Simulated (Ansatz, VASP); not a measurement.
# Ag: VASP beside Ansatz

Contents of INCAR:

```
SYSTEM = Ag
PREC     = Accurate       ! precision mode
ENCUT    = 600            ! plane-wave cutoff, eV
EDIFF    = 1E-6           ! SCF threshold, eV
ISMEAR   = 0              ! smearing method
SIGMA    = 0.1            ! smearing width, eV
LREAL    = .False.        ! projectors in reciprocal space
LASPH    = .True.         ! aspherical terms in the spheres
NELM     = 80             ! most SCF steps
ALGO     = Fast           ! electronic algorithm
ISIF     = 3              ! what is computed and relaxed
LWAVE    = .False.        ! write WAVECAR
LCHARG   = .False.        ! write CHGCAR
GGA      = PE             ! functional
IBRION   = 2              ! ionic algorithm
NSW      = 100            ! ionic steps
EDIFFG   = -0.005         ! ionic threshold
```

The input KPOINTS:

```
Automatic mesh
0
Gamma
  18 18 18
  0 0 0
```

File POSCAR:

```
Ag
1.0
   -1.6556540000      1.6556540000      1.6556540000
    1.6556540000     -1.6556540000      1.6556540000
    1.6556540000      1.6556540000     -1.6556540000
Ag
1
Direct
    0.0000000000      0.0000000000      0.0000000000
```

Input for Ansatz:

```yaml
crystal:
  lattice:
    - [-1.655654, 1.655654, 1.655654]
    - [1.655654, -1.655654, 1.655654]
    - [1.655654, 1.655654, -1.655654]
  atoms:
    - { symbol: Ag, position: [0.0, 0.0, 0.0] }
basis:
  ecutwfc: 420
kpoints:
  mp_grid: { grid: [18, 18, 18] }
hamiltonian:
  xc: pbe
scf:
  occupations: { method: gaussian, width: 0.1 }
output:
  forces: true
  stress: true
  eigenvalues: true
relax:
  adjacent_minimum: "off"
  f_tol: 0.005
  max_steps: 80
  cell: { stress_tol: 0.05 }
```

Alike in both runs: task relaxation of cell and atoms; functional PBE; k mesh 18 × 18 × 18; occupations gaussian, width 0.1 eV; no spin polarisation.

|  | VASP | Ansatz |
| --- | --- | --- |
| version | VASP 6.6.1 | Ansatz 0.2.0 |
| potentials or method | VASP PAW PBE potentials, release 64 (Ag), cutoff 600 eV | scalar-relativistic, plane waves, PAW |
| valence electrons in the cell | 11 | 19 |

Ansatz gave:

```
gap on the k mesh at the Fermi level, each at its own relaxed structure (eV) : none
relaxed volume (Å³/atom)                                                     : 18.02
relaxed cell length with the largest relative difference (Å)                 : 2.861
```

Problem. Estimate VASP's values.

Solution. gap on the k mesh at the Fermi level, each at its own relaxed structure (eV): none; relaxed volume (Å³/atom): 18.00; relaxed cell length with the largest relative difference (Å): 2.859.

A gap of «none» marks a metal or a gap that the smearing closes. VASP's potentials hold 11 valence electrons a cell and Ansatz's 19, so a difference there can come from the potentials and not from the codes.
